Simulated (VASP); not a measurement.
Runs of VASP 6.6.1 on Bi. The structure is that of space group Im-3m (No. 229), or close to it. The cells are those of the table. 

| task | cell | cutoff (eV) | gap on the mesh (eV) | pressure (GPa) |
| --- | --- | --- | --- | --- |
| single point | a = 3.464 Å, angles 109.5°, 1 atom | 520 | none | -1.5 |
| single point | a = 3.360 Å, angles 109.5°, 1 atom | 520 | none | (a) |
| single point | a = 3.430 Å, angles 109.5°, 1 atom | 520 | none | 0.0 |
| relaxation of cell and atoms | relaxed from a = 3.432 Å, angles 109.5°, 1 atom | 600 | none | 0.0 |
| single point | a = 3.497 Å, angles 109.5°, 1 atom | 520 | none | -2.8 |

Alike in all rows: level r2SCAN; potentials or basis VASP PAW PBE potentials, release 64 (Bi_d); no spin polarisation; k mesh 16 × 16 × 16; smearing gaussian 0.1 eV.

Task: Estimate the missing entries.

Result: (a) 4.0.

Caveats: the PAW data sets were made with another functional, which shifts forces and pressure a little; spin-orbit coupling is left out, which moves the levels of the heavy elements.

A k mesh can miss the band edges, and the runs leave out spin-orbit coupling on Bi.

A gap of «none» marks levels without a gap at the run's occupations.
